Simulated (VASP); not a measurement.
# SiC (F-43m) in VASP: a series of runs

The runs below take SiC through single point, with PBE.

Everything below comes from runs of VASP 6.6.1. Logs are shortened: lines on timing, memory, paths and dates and some standing lists are left out, and cuts for length are marked.

## 1. The cell of the first run

Symmetry: F-43m, No. 216, cubic system. Conventional cell: a = 4.356 Å, b = 4.356 Å, c = 4.356 Å, α = 90.00°, β = 90.00°, γ = 90.00°. Within 2.5 Å of Si (site symmetry -43m) lie 4 C at 1.89 Å. C (site symmetry -43m) has 4 Si at 1.89 Å within 2.5 Å.

## 2. Single point, PBE

INCAR

```
PREC = Accurate ; ENCUT = 520
EDIFF = 1E-6 ; ISMEAR = 0
SIGMA = 0.01 ; LREAL = False
LASPH = True ; NELM = 100
ALGO = Normal ; ISIF = 2
LWAVE = False ; LCHARG = True
GGA = PE ; LELF = True
LVHAR = True ; NBANDS = 11
```

KPOINTS

```
regular mesh
0
Gamma
  8 8 8
```

POSCAR

```
SiC
1.0
    0.0000000000      2.1780523476      2.1780523476
    2.1780523476      0.0000000000      2.1780523476
    2.1780523476      2.1780523476      0.0000000000
Si C
1 1
Direct
    0.0000000000      0.0000000000      0.0000000000
    0.2500000000      0.2500000000      0.2500000000
```

Potentials or basis: VASP PAW PBE potentials, release 64 (Si, C).

Started as:

```console
$ cat potpaw_PBE.64/Si/POTCAR potpaw_PBE.64/C/POTCAR > POTCAR
$ mpirun -np 1 vasp_std > vasp.out
```

OUTCAR:

```text
PREC = Accurate
   ENCUT = 520
   EDIFF = 1E-6
   ISMEAR = 0
   LREAL = False
   LASPH = True
   NELM = 100
   ISIF = 2
   GGA = PE

 ion  position               nearest neighbor table
   1  0.000  0.000  0.000-   2 1.89   2 1.89   2 1.89   2 1.89
   2  0.250  0.250  0.250-   1 1.89   1 1.89   1 1.89   1 1.89

  LATTYP: Found a face centered cubic cell.
 ALAT       =     4.3561046952

  Lattice vectors:

 A1 = (   0.0000000000,   2.1780523476,   2.1780523476)
 A2 = (   2.1780523476,   0.0000000000,   2.1780523476)
 A3 = (   2.1780523476,   2.1780523476,   0.0000000000)

Analysis of symmetry for initial positions (statically):
=====================================================================
 Subroutine PRICEL returns:
 Original cell was already a primitive cell.

 Routine SETGRP: Setting up the symmetry group for a
 face centered cubic supercell.

 Subroutine GETGRP returns: Found 24 space group operations
 (whereof 24 operations were pure point group operations)
 out of a pool of 48 trial point group operations.

The static configuration has the point symmetry T_d .

Analysis of symmetry for dynamics (positions and initial velocities):
=====================================================================
 Subroutine PRICEL returns:
 Original cell was already a primitive cell.

 Routine SETGRP: Setting up the symmetry group for a
 face centered cubic supercell.

 Subroutine GETGRP returns: Found 24 space group operations
 (whereof 24 operations were pure point group operations)
 out of a pool of 48 trial point group operations.

The dynamic configuration has the point symmetry T_d .

 Subroutine INISYM returns: Found 24 space group operations
 (whereof 24 operations are pure point group operations),
 and found     1 'primitive' translations

----------------------------------------------------------------------------------------

                                     Primitive cell

  volume of cell :      20.6650

  direct lattice vectors                    reciprocal lattice vectors
     0.000000000  2.178052348  2.178052348    -0.229562894  0.229562894  0.229562894
     2.178052348  0.000000000  2.178052348     0.229562894 -0.229562894  0.229562894
     2.178052348  2.178052348  0.000000000     0.229562894  0.229562894 -0.229562894

  length of vectors
     3.080231170  3.080231170  3.080231170     0.397614596  0.397614596  0.397614596

  position of ions in fractional coordinates (direct lattice)
     0.000000000  0.000000000  0.000000000
[... 85 lines left out ...]
   ISYM   =      2    0-nonsym 1-usesym 2-fastsym
   POTIM  = 0.5000    time-step for ionic-motion
   TEBEG  =    0.0;   TEEND  =   0.0 temperature during run
   PSTRESS=    0.0 pullay stress
   NELECT =       8.0000    total number of electrons
   NUPDOWN=      -1.0000    fix difference up-down
   EMIN   =  10.00;   EMAX   =-10.00  energy-range for DOS
   EFERMI =   0.00;   METHOD = LEGACY
   ISMEAR =     0;   SIGMA  =   0.01  broadening in eV -4-tet -1-fermi 0-gaus
   EFERMI_NEDOS =   21; number of points for ismear=-14 and -15
   IALGO  =     38    algorithm
   IMIX   =      4    mixing-type and parameters
     AMIX     =   0.40;   BMIX     =  1.00
     AMIX_MAG =   1.60;   BMIX_MAG =  1.00
  volume/ion in A,a.u.               =      10.33        69.73
  Fermi-wavevector in a.u.,A,eV,Ry     =   1.193145  2.254717 19.369182  1.423595
  Thomas-Fermi vector in A             =   2.329166
   LORBIT       =      0    0 simple, 1 ext, 2 COOP (PROOUT), +10 PAW based schemes
   GGA     = PE    functional components
   LHFCALC =     F    Hartree Fock is set to
   AEXX    =    0.0000 exact exchange contribution
   IVDW    =     0    specifies the selected vdW correction
   LEPSILON=     F    determine dielectric tensor
   LRPA    =     F    only Hartree local field effects (RPA)
 non-spin polarized calculation
 Gauss-broadening in eV      SIGMA  =   0.01
  energy-cutoff  :      520.00
  volume of cell :       20.66
 maximum number of plane-waves:       568
   NGX = 11   NGY = 11   NGZ = 11

 number of electron       8.0000001 magnetization

 Free energy of the ion-electron system (eV)
  ---------------------------------------------------
  ext. energy  EPLUGINS =         0.00000000
  ---------------------------------------------------
  free energy    TOTEN  =       -15.05609081 eV

  energy without entropy =      -15.05609081  energy(sigma->0) =      -15.05609081

 E-fermi :   8.1708     XC(G=0): -11.3617

 val. band max:        8.1226118347   @ k =   0.0000   0.0000   0.0000
 cond. band min:       9.4774504254   @ k =   0.5000   0.5000   0.0000
 fundamental gap:      1.3548385907
 Fermi energy:         8.1707830543

 k-point     1 :       0.0000    0.0000    0.0000
  band No.  band energies     occupation
      1      -7.2914      2.00000
      2       8.1226      2.00000
      3       8.1226      2.00000
      4       8.1226      2.00000
      5      14.3716      0.00000
      6      15.4382      0.00000
      7      15.4382      0.00000
      8      15.4382      0.00000
      9      22.6359      0.00000
     10      22.6359      0.00000
     11      24.6226      0.00000
[... 309 lines left out ...]
 k-point    24 :      -0.3750    0.2500    0.1250
  band No.  band energies     occupation
      1      -3.0709      2.00000
      2       0.2902      2.00000
      3       4.4129      2.00000
      4       5.8630      2.00000
      5      13.3730      0.00000
      6      15.4072      0.00000
      7      18.2823      0.00000
      8      19.1344      0.00000
      9      21.5583      0.00000
     10      24.3569      0.00000
     11      27.4653      0.00000

 [... further k-points ...]

------------------------ aborting loop because EDIFF is reached ----------------------------------------

  FORCE on cell =-STRESS in cart. coord.  units (eV):
  Direction    XX          YY          ZZ          XY          YZ          ZX
  --------------------------------------------------------------------------------------
  -------------------------------------------------------------------------------------
  Total        0.4531692      0.4531692      0.4531692      0.0000000      0.0000000      0.0000000
  in kB       35.1346795     35.1346795     35.1346795      0.0000000      0.0000000      0.0000000
  external PRESSURE =      35.1346795 kB  Pullay stress =       0.0000000 kB

 VOLUME and BASIS-vectors are now :
 -----------------------------------------------------------------------------
  energy-cutoff  :      520.00
  volume of cell :       20.66
      direct lattice vectors                 reciprocal lattice vectors
     0.000000000  2.178052348  2.178052348    -0.229562894  0.229562894  0.229562894
     2.178052348  0.000000000  2.178052348     0.229562894 -0.229562894  0.229562894
     2.178052348  2.178052348  0.000000000     0.229562894  0.229562894 -0.229562894

 POSITION                                       TOTAL-FORCE (eV/Angst)
 -----------------------------------------------------------------------------------
      0.00000      0.00000      0.00000        -0.000000     -0.000000     -0.000000
      1.08903      1.08903      1.08903         0.000000      0.000000      0.000000
 -----------------------------------------------------------------------------------
    total drift:                                0.000000      0.000000      0.000000

  FREE ENERGIE OF THE ION-ELECTRON SYSTEM (eV)
  ---------------------------------------------------
  free  energy   TOTEN  =       -15.0560908083 eV

  energy  without entropy=      -15.0560908083  energy(sigma->0) =      -15.05609081
```

Wall time 7.9 s (1 thread of Intel Xeon 8259CL, shared host); peak memory 0.13 GiB.

Results:

* Free energy: -15.0561 eV
* Pressure: 3.5 GPa
* Band gap on the k mesh: 1.35 eV, indirect (least direct gap 4.54 eV)

Levels at points of the mesh, in eV from the valence-band top:
```
           k point  band 1  band 2  band 3  band 4  band 5  band 6  band 7  band 8  band 9
(0.00, 0.00, 0.00)  -15.41    0.00    0.00    0.00    6.25    7.32    7.32    7.32   14.51
(0.50, 0.00, 0.00)  -11.84   -8.54   -1.05   -1.05    5.45    7.23    7.23   10.06   16.21
(0.50, 0.50, 0.00)  -10.39   -7.80   -3.19   -3.19    1.35    4.33   14.05   14.05   14.80
```

A k mesh can miss the band edges.

## 3. Single point, PBE

INCAR

```
  ALGO = Normal
  EDIFF = 1E-6
  ENCUT = 600
  GGA = PE
  GGA_COMPAT = F
  ISIF = 2
  ISMEAR = 0
  LASPH = T
  LCHARG = F
  LREAL = F
  LWAVE = F
  NBANDS = 11
  NELM = 120
  PREC = Accurate
  SIGMA = 0.001
```

KPOINTS

```
k-points
0
Gamma
  8 8 8
```

POSCAR is that of step 2.

Potentials or basis: VASP PAW PBE potentials, release 64 (Si, C).

Started as:

```console
$ cat potpaw_PBE.64/Si/POTCAR potpaw_PBE.64/C/POTCAR > POTCAR
$ mpirun -np 1 vasp_std > vasp.out
```

Wall time 18 s (1 thread of Intel Xeon 8259CL, shared host); peak memory 0.15 GiB.

Results (log left out):

| Property | Result |
| --- | --- |
| Free energy | -15.0575 eV |
| Pressure | 3.4 GPa |
| Band gap on the k mesh | 1.36 eV, indirect (least direct gap 4.54 eV) |

Levels at points of the mesh, in eV from the valence-band top:
| k point | band 1 | band 2 | band 3 | band 4 | band 5 | band 6 | band 7 | band 8 | band 9 |
| --- | --- | --- | --- | --- | --- | --- | --- | --- | --- |
| (0.00, 0.00, 0.00) | -15.41 | 0.00 | 0.00 | 0.00 | 6.25 | 7.32 | 7.32 | 7.32 | 14.51 |
| (0.50, 0.00, 0.00) | -11.84 | -8.54 | -1.05 | -1.05 | 5.45 | 7.23 | 7.23 | 10.06 | 16.21 |
| (0.50, 0.50, 0.00) | -10.39 | -7.80 | -3.19 | -3.19 | 1.36 | 4.33 | 14.05 | 14.05 | 14.80 |

A k mesh can miss the band edges. As with any semilocal functional, this PBE gap is likely too small.
